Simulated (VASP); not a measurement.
# Rb3ClO (R-3m) in VASP: notebook

Rb3ClO is run at these levels: LDA; tasks: single point.

All numbers are computed with VASP 6.6.1; they aren't measurements. Logs are shortened: lines on timing, memory, paths and dates and some standing lists are left out, and cuts for length are marked.

**1. The cell of the first run**

Symmetry: R-3m, No. 166, trigonal system. Conventional cell: a = 9.860 Å, b = 9.860 Å, c = 6.038 Å, α = 90.00°, β = 90.00°, γ = 120.00°. Rb (site symmetry 2/m) has 2 O at 3.02 Å and 4 Rb at 3.49 Å and 2 Cl at 3.49 Å within 4.0 Å. Within 4.0 Å of Cl (site symmetry -3m) lie 2 O at 3.02 Å and 6 Rb at 3.49 Å. Within 4.0 Å of O (site symmetry -3m) lie 6 Rb at 3.02 Å and 2 Cl at 3.02 Å.

**2. Single point, LDA**

INCAR

```
SYSTEM = Rb3ClO
PREC = Accurate
ENCUT = 520
EDIFF = 1E-7
ISMEAR = 0
SIGMA = 0.03
LREAL = .FALSE.
LASPH = .TRUE.
NELM = 60
ALGO = Normal
ISIF = 2
LWAVE = .FALSE.
LCHARG = .FALSE.
NBANDS = 28
```

KPOINTS

```
Automatic mesh
0
G
  8 8 8
  0 0 0
```

POSCAR

```
Rb3ClO
1.0
    5.8099988796     -1.1619997759     -1.1619997759
   -1.1619997759      5.8099988796     -1.1619997759
   -1.1619997759     -1.1619997759      5.8099988796
Rb Cl O
3 1 1
Direct
    0.0000000000      0.0000000000      0.5000000000
    0.0000000000      0.5000000000      0.0000000000
    0.5000000000      0.0000000000      0.0000000000
    0.5000000000      0.5000000000      0.5000000000
    0.0000000000      0.0000000000      0.0000000000
```

Potentials or basis: VASP PAW LDA potentials, release 64 (Rb_sv, Cl, O).

Started as:

```console
$ cat potpaw_LDA.64/Rb_sv/POTCAR potpaw_LDA.64/Cl/POTCAR potpaw_LDA.64/O/POTCAR > POTCAR
$ mpirun -np 1 vasp_std > vasp.out
```

OUTCAR:

```text
SYSTEM = Rb3ClO
   PREC = Accurate
   ENCUT = 520
   EDIFF = 1E-7
   ISMEAR = 0
   LREAL = .FALSE.
   LASPH = .TRUE.
   NELM = 60
   ISIF = 2

 ion  position               nearest neighbor table
   1  0.000  0.000  0.500-   5 3.02   5 3.02   2 3.49   3 3.49   2 3.49   3 3.49   4 3.49   4 3.49
                             3 4.93   3 4.93   2 4.93   2 4.93   2 4.93   3 4.93   2 4.93   3 4.93
   2  0.000  0.500  0.000-   5 3.02   5 3.02   1 3.49   4 3.49   1 3.49   4 3.49   3 3.49   3 3.49
                             1 4.93   3 4.93   3 4.93   1 4.93   1 4.93   1 4.93   3 4.93   3 4.93
   3  0.500  0.000  0.000-   5 3.02   5 3.02   1 3.49   4 3.49   4 3.49   1 3.49   2 3.49   2 3.49
                             2 4.93   2 4.93   1 4.93   1 4.93   1 4.93   1 4.93   2 4.93   2 4.93
   4  0.500  0.500  0.500-   2 3.49   3 3.49   3 3.49   2 3.49   1 3.49   1 3.49
   5  0.000  0.000  0.000-   2 3.02   3 3.02   2 3.02   3 3.02   1 3.02   1 3.02

  LATTYP: Found a body centered cubic cell.
 ALAT       =     6.9719986555

  Lattice vectors:

 A1 = (   5.8099988796,  -1.1619997759,  -1.1619997759)
 A2 = (  -1.1619997759,   5.8099988796,  -1.1619997759)
 A3 = (  -1.1619997759,  -1.1619997759,   5.8099988796)

Analysis of symmetry for initial positions (statically):
=====================================================================
 Subroutine PRICEL returns:
 Original cell was already a primitive cell.

 Routine SETGRP: Setting up the symmetry group for a
 body centered cubic supercell.

 Subroutine GETGRP returns: Found 12 space group operations
 (whereof 12 operations were pure point group operations)
 out of a pool of 48 trial point group operations.

The static configuration has the point symmetry D_3d.

Analysis of symmetry for dynamics (positions and initial velocities):
=====================================================================
 Subroutine PRICEL returns:
 Original cell was already a primitive cell.

 Routine SETGRP: Setting up the symmetry group for a
 body centered cubic supercell.

 Subroutine GETGRP returns: Found 12 space group operations
 (whereof 12 operations were pure point group operations)
 out of a pool of 48 trial point group operations.

The dynamic configuration has the point symmetry D_3d.

 Subroutine INISYM returns: Found 12 space group operations
 (whereof 12 operations are pure point group operations),
 and found     1 'primitive' translations

----------------------------------------------------------------------------------------

                                     Primitive cell

  volume of cell :     169.4501

  direct lattice vectors                    reciprocal lattice vectors
     5.809998880 -1.161999776 -1.161999776     0.191241192  0.047810298  0.047810298
    -1.161999776  5.809998880 -1.161999776     0.047810298  0.191241192  0.047810298
    -1.161999776 -1.161999776  5.809998880     0.047810298  0.047810298  0.191241192

  length of vectors
     6.037927951  6.037927951  6.037927951     0.202841916  0.202841916  0.202841916

  position of ions in fractional coordinates (direct lattice)
     1.000000000  1.000000000  0.500000000
     1.000000000  0.500000000  1.000000000
     0.500000000  1.000000000  1.000000000
     0.500000000  0.500000000  0.500000000
     0.000000000  0.000000000  0.000000000

  ion indices of the primitive-cell ions
   primitive index   ion index
                 1           1
                 2           2
                 3           3
                 4           4
                 5           5

----------------------------------------------------------------------------------------

 KPOINTS: Automatic mesh

Automatic generation of k-mesh.
 Grid dimensions read from file:
 generate k-points for:    8    8    8

 Generating k-lattice:

  Cartesian coordinates                     Fractional coordinates (reciprocal lattice)
     0.023905149  0.005976287  0.005976287     0.125000000 -0.000000000 -0.000000000
     0.005976287  0.023905149  0.005976287    -0.000000000  0.125000000 -0.000000000
     0.005976287  0.005976287  0.023905149    -0.000000000 -0.000000000  0.125000000

  Length of vectors
     0.025355239  0.025355239  0.025355239

  Shift w.r.t. Gamma in fractional coordinates (k-lattice)
     0.000000000  0.000000000  0.000000000

 Subroutine IBZKPT returns following result:
 ===========================================

 Found     65 irreducible k-points:

 Following reciprocal coordinates:
            Coordinates               Weight
  0.000000  0.000000  0.000000      1.000000
  0.125000 -0.000000  0.000000      6.000000
  0.125000  0.000000 -0.125000      6.000000
  0.250000 -0.000000  0.000000      6.000000
  0.250000  0.000000 -0.250000      6.000000
  0.375000  0.000000  0.000000      6.000000
[... 16 lines left out ...]
  0.500000 -0.250000 -0.250000      6.000000
  0.375000  0.250000  0.000000     12.000000
 [... further k-points ...]
   k-points           NKPTS =     65   k-points in BZ     NKDIM =     65   number of bands    NBANDS=     28
   number of dos      NEDOS =    301   number of ions     NIONS =      5
   total plane-waves  NPLWV = 110592
   dimension x,y,z NGX =    48 NGY =   48 NGZ =   48
   dimension x,y,z NGXF=    96 NGYF=   96 NGZF=   96
   ions per type =               3   1   1
   NGX,Y,Z   is equivalent  to a cutoff of  13.22, 13.22, 13.22 a.u.
   NGXF,Y,Z  is equivalent  to a cutoff of  26.43, 26.43, 26.43 a.u.
 SYSTEM =  Rb3ClO
   PREC   = accura    normal or accurate (medium, high low for compatibility)
   ISTART =      0    job   : 0-new  1-cont  2-samecut
   ICHARG =      2    charge: 1-file 2-atom 10-const
   ISPIN  =      1    spin polarized calculation?
   LNONCOLLINEAR =      F non collinear calculations
   LSORBIT =      F    spin-orbit coupling
   LASPH  =      T    aspherical Exc in radial PAW
   ENCUT  =  520.0 eV  38.22 Ry    6.18 a.u.  11.23 11.23 11.23*2*pi/ulx,y,z
   NELM   =     60;   NELMIN=  2; NELMDL= -5     # of ELM steps
   EDIFF  = 0.1E-06   stopping-criterion for ELM
   LREAL  =      F    real-space projection
   EDIFFG = 0.1E-05   stopping-criterion for IOM
   NSW    =      0    number of steps for IOM
   IBRION =     -1    ionic relax: 0-MD 1-quasi-New 2-CG
   NFREE  =      0    steps in history (QN), initial steepest desc. (CG)
   ISIF   =      2    stress and relaxation
   ISYM   =      2    0-nonsym 1-usesym 2-fastsym
   POTIM  = 0.5000    time-step for ionic-motion
   TEBEG  =    0.0;   TEEND  =   0.0 temperature during run
   PSTRESS=    0.0 pullay stress
   NELECT =      40.0000    total number of electrons
   NUPDOWN=      -1.0000    fix difference up-down
   EMIN   =  10.00;   EMAX   =-10.00  energy-range for DOS
   EFERMI =   0.00;   METHOD = LEGACY
   ISMEAR =     0;   SIGMA  =   0.03  broadening in eV -4-tet -1-fermi 0-gaus
   EFERMI_NEDOS =   21; number of points for ismear=-14 and -15
   IALGO  =     38    algorithm
   IMIX   =      4    mixing-type and parameters
     AMIX     =   0.40;   BMIX     =  1.00
     AMIX_MAG =   1.60;   BMIX_MAG =  1.00
  volume/ion in A,a.u.               =      33.89       228.70
  Fermi-wavevector in a.u.,A,eV,Ry     =   1.011768  1.911964 13.927932  1.023674
  Thomas-Fermi vector in A             =   2.144837
   LORBIT       =      0    0 simple, 1 ext, 2 COOP (PROOUT), +10 PAW based schemes
   GGA     = CA    functional components
   LHFCALC =     F    Hartree Fock is set to
   AEXX    =    0.0000 exact exchange contribution
   IVDW    =     0    specifies the selected vdW correction
   LEPSILON=     F    determine dielectric tensor
   LRPA    =     F    only Hartree local field effects (RPA)
 non-spin polarized calculation
 Gauss-broadening in eV      SIGMA  =   0.03
  energy-cutoff  :      520.00
  volume of cell :      169.45
 maximum number of plane-waves:      4586
 NGX is ok and might be reduce to    48

 number of electron      40.0000000 magnetization

 Free energy of the ion-electron system (eV)
  ---------------------------------------------------
  ext. energy  EPLUGINS =         0.00000000
  ---------------------------------------------------
  free energy    TOTEN  =       -15.14403222 eV

  energy without entropy =      -15.14261120  energy(sigma->0) =      -15.14332171

 E-fermi :   1.4828     XC(G=0):  -7.9412

 val. band max:        1.4753267288   @ k =   0.2500   0.0000  -0.1250
 cond. band min:       1.4857790797   @ k =   0.1250  -0.0000   0.0000
 fundamental gap:      0.0104523509
 Fermi energy:         1.4827708847

 k-point     1 :       0.0000    0.0000    0.0000
  band No.  band energies     occupation
      1     -26.9639      2.00000
      2     -26.7738      2.00000
      3     -26.7738      2.00000
      4     -13.6607      2.00000
      5     -13.1248      2.00000
      6     -11.8492      2.00000
[... 20 lines left out ...]
     27       6.3569      0.00000
     28       6.7152      0.00000

 k-point     2 :       0.1250   -0.0000    0.0000
  band No.  band energies     occupation
      1     -26.9574      2.00000
      2     -26.7803      2.00000
      3     -26.7742      2.00000
      4     -13.6521      2.00000
      5     -13.1568      2.00000
      6     -11.8246      2.00000
[... 20 lines left out ...]
     27       6.3705      0.00000
     28       6.4968      0.00000

 k-point     3 :       0.1250    0.0000   -0.1250
  band No.  band energies     occupation
      1     -26.9573      2.00000
      2     -26.7803      2.00000
      3     -26.7742      2.00000
      4     -13.6770      2.00000
      5     -13.1400      2.00000
      6     -11.8267      2.00000
[... 20 lines left out ...]
     27       6.2667      0.00000
     28       6.3618      0.00000

 k-point     4 :       0.2500   -0.0000    0.0000
  band No.  band energies     occupation
      1     -26.9393      2.00000
      2     -26.7982      2.00000
      3     -26.7750      2.00000
      4     -13.6249      2.00000
      5     -13.2382      2.00000
      6     -11.7830      2.00000
[... 20 lines left out ...]
     27       6.0067      0.00000
     28       6.1833      0.00000

 k-point     5 :       0.2500    0.0000   -0.2500
  band No.  band energies     occupation
      1     -26.9392      2.00000
      2     -26.7982      2.00000
      3     -26.7750      2.00000
      4     -13.7163      2.00000
      5     -13.1725      2.00000
      6     -11.7789      2.00000
[... 20 lines left out ...]
     27       5.8957      0.00000
     28       6.2801      0.00000

 k-point     6 :       0.3750    0.0000    0.0000
  band No.  band energies     occupation
      1     -26.9147      2.00000
      2     -26.8227      2.00000
      3     -26.7759      2.00000
      4     -13.5801      2.00000
      5     -13.3346      2.00000
      6     -11.7652      2.00000
[... 463 lines left out ...]
      5     -13.3865      2.00000
      6     -11.6608      2.00000
[... 20 lines left out ...]
     27       5.4887      0.00000
     28       6.0753      0.00000

 k-point    22 :       0.5000    0.0000   -0.2500
  band No.  band energies     occupation
      1     -26.8996      2.00000
      2     -26.8370      2.00000
      3     -26.7769      2.00000
      4     -13.6861      2.00000
      5     -13.2734      2.00000
      6     -11.6714      2.00000
[... 20 lines left out ...]
     27       5.9810      0.00000
     28       6.2118      0.00000

 k-point    23 :       0.5000   -0.2500   -0.2500
  band No.  band energies     occupation
      1     -26.8995      2.00000
      2     -26.8369      2.00000
      3     -26.7769      2.00000
      4     -13.7721      2.00000
      5     -13.2097      2.00000
      6     -11.6685      2.00000
[... 20 lines left out ...]
     27       5.9506      0.00000
     28       6.5504      0.00000

 k-point    24 :       0.3750    0.2500    0.0000
  band No.  band energies     occupation
      1     -26.8811      2.00000
      2     -26.8554      2.00000
      3     -26.7773      2.00000
      4     -13.6172      2.00000
      5     -13.3449      2.00000
      6     -11.6329      2.00000
[... 20 lines left out ...]
     27       5.5314      0.00000
     28       6.2034      0.00000

 [... further k-points ...]

------------------------ aborting loop because EDIFF is reached ----------------------------------------

  FORCE on cell =-STRESS in cart. coord.  units (eV):
  Direction    XX          YY          ZZ          XY          YZ          ZX
  --------------------------------------------------------------------------------------
  -------------------------------------------------------------------------------------
  Total       -2.5438952     -2.5438952     -2.5438952      3.2438289      3.2438289      3.2438289
  in kB      -24.0529256    -24.0529256    -24.0529256     30.6709082     30.6709082     30.6709082
  external PRESSURE =     -24.0529256 kB  Pullay stress =       0.0000000 kB

 VOLUME and BASIS-vectors are now :
 -----------------------------------------------------------------------------
  energy-cutoff  :      520.00
  volume of cell :      169.45
      direct lattice vectors                 reciprocal lattice vectors
     5.809998880 -1.161999776 -1.161999776     0.191241192  0.047810298  0.047810298
    -1.161999776  5.809998880 -1.161999776     0.047810298  0.191241192  0.047810298
    -1.161999776 -1.161999776  5.809998880     0.047810298  0.047810298  0.191241192

 POSITION                                       TOTAL-FORCE (eV/Angst)
 -----------------------------------------------------------------------------------
     -0.58100     -0.58100      2.90500         0.000000     -0.000000      0.000000
     -0.58100      2.90500     -0.58100        -0.000000     -0.000000     -0.000000
      2.90500     -0.58100     -0.58100        -0.000000      0.000000      0.000000
      1.74300      1.74300      1.74300         0.000000      0.000000     -0.000000
      0.00000      0.00000      0.00000        -0.000000     -0.000000      0.000000
 -----------------------------------------------------------------------------------
    total drift:                               -0.000000     -0.000000      0.000000

  FREE ENERGIE OF THE ION-ELECTRON SYSTEM (eV)
  ---------------------------------------------------
  free  energy   TOTEN  =       -15.1440322233 eV

  energy  without entropy=      -15.1426111979  energy(sigma->0) =      -15.14332171
```

It took 3.8 min on 1 thread of AMD EPYC 9R45 (Zen 5), shared host; peak memory 0.4 GiB.

What came out:

```yaml
Free_energy: -15.1440 eV
Pressure: -2.4 GPa
Band_gap_on_the_k_mesh: zero (bands 20 and 21 overlap by 0.24 eV)
```

Levels at points of the mesh, in eV from the Fermi level:
| k point | band 16 | band 17 | band 18 | band 19 | band 20 | band 21 | band 22 | band 23 | band 24 | band 25 |
| --- | --- | --- | --- | --- | --- | --- | --- | --- | --- | --- |
| (0.00, 0.00, 0.00) | -3.53 | -3.45 | -1.02 | -0.67 | -0.67 | 0.11 | 0.83 | 0.83 | 2.79 | 2.79 |
| (0.50, 0.00, 0.00) | -3.74 | -3.12 | -1.22 | -0.78 | -0.72 | 0.97 | 1.12 | 2.27 | 3.05 | 3.21 |
| (0.50, 0.00, 0.50) | -3.74 | -3.59 | -1.38 | -0.94 | 0.05 | 0.97 | 1.38 | 1.99 | 2.99 | 3.38 |
| (0.50, 0.50, 0.50) | -3.60 | -3.02 | -1.54 | -1.54 | -0.95 | 1.34 | 1.34 | 2.47 | 2.95 | 2.95 |

Caveat: semilocal functionals underestimate gaps, and a narrow one can read as zero.

**3. Single point, LDA**

This run uses another cell than the first one, of the same volume but with other edges.

INCAR

```
PREC     = Accurate       # precision mode
ENCUT    = 520            # plane-wave cutoff, eV
EDIFF    = 1E-6           # SCF threshold, eV
ISMEAR   = 0              # smearing method
SIGMA    = 0.03           # smearing width, eV
LREAL    = F              # projectors in reciprocal space
LASPH    = T              # aspherical terms in the spheres
NELM     = 80             # most SCF steps
ALGO     = Normal         # electronic algorithm
ISIF     = 2              # what is computed and relaxed
LWAVE    = F              # write WAVECAR
LCHARG   = F              # write CHGCAR
NBANDS   = 28             # bands
```

KPOINTS

```
regular mesh
0
Gamma
  8 8 8
```

Changes to POSCAR since step 2:

```diff
@@ -2,5 +2,5 @@
 1.0
-    5.8099988796     -1.1619997759     -1.1619997759
-   -1.1619997759      5.8099988796     -1.1619997759
-   -1.1619997759     -1.1619997759      5.8099988796
+    5.6032828946     -0.5996132987     -0.5996132987
+   -0.5996132987      5.6032828946     -0.5996132987
+   -0.5996132987     -0.5996132987      5.6032828946
 Rb Cl O
```

Potentials or basis: VASP PAW LDA potentials, release 64 (Rb_sv, Cl, O).

Started as:

```console
$ cat potpaw_LDA.64/Rb_sv/POTCAR potpaw_LDA.64/Cl/POTCAR potpaw_LDA.64/O/POTCAR > POTCAR
$ mpirun -np 1 vasp_std > vasp.out
```

It took 2.5 min on 1 thread of AMD EPYC 9R45 (Zen 5), shared host; peak memory 0.36 GiB.

The run converged. Its results:

```yaml
Free_energy: -17.1415 eV
Pressure: -2.6 GPa
Band_gap_on_the_k_mesh: 0.01 eV
```

Stress tensor (GPa, compression positive):
```
-2.59  1.82  1.82
 1.82 -2.59  1.82
 1.82  1.82 -2.59
```

Levels at points of the mesh, in eV from the valence-band top:
```
           k point  band 17  band 18  band 19  band 20  band 21  band 22  band 23  band 24
(0.00, 0.00, 0.00)    -3.39    -0.05    -0.05     0.00     0.01     1.90     1.90     3.51
(0.50, 0.00, 0.00)    -3.48    -0.82    -0.16    -0.13     1.77     1.97     3.13     3.84
(0.50, 0.50, 0.00)    -3.59    -1.05    -0.69    -0.17     2.56     2.74     3.27     3.68
(0.50, 0.50, 0.50)    -3.40    -1.18    -1.18    -0.80     2.57     2.57     2.57     4.20
```

Caveat: the smearing spreads over this small gap; semilocal functionals underestimate gaps, and a narrow one can read as zero. A k mesh can miss the band edges.

The gap in the log of VASP goes by the Fermi energy; the results here count the filled bands.